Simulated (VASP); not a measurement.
Crystal: SiC.

```
Si C
1.0
     0.00000    2.17805    2.09093
     2.17805    0.00000    2.09093
     2.17805    2.17805    0.00000
Si C
1 1
Direct
  0.00000 0.00000 0.00000
  0.25000 0.25000 0.25000
```

This cell differs from its parent crystal: uniaxial z strain -4.0%.

Base run:

- Program: VASP 6.6.1
- Functional: r2SCAN
- Potentials or basis: VASP PAW PBE potentials, release 64 (Si, C)
- Cutoff: 520 eV
- k mesh: 10 × 10 × 10
- Occupations: gaussian, width 0.01 eV
- Spin: no spin polarisation

Its results: band gap on the k mesh 1.26 eV, indirect (least direct gap 5.06 eV); pressure 9.7 GPa.

**Question.** The run is repeated on the same cell with these changes: functional from r2SCAN to PBE; k mesh from 10 × 10 × 10 to 6 × 6 × 6. What comes out?

**Answer.** Band gap on the k mesh 0.89 eV, indirect (least direct gap 4.53 eV); pressure 13.4 GPa.

Several settings changed at once, so the effect can't be laid on one alone.

Caveats: some runs use coarse meshes; the PAW data sets were made with another functional, which shifts forces and pressure a little (some runs).

A k mesh can miss the band edges.
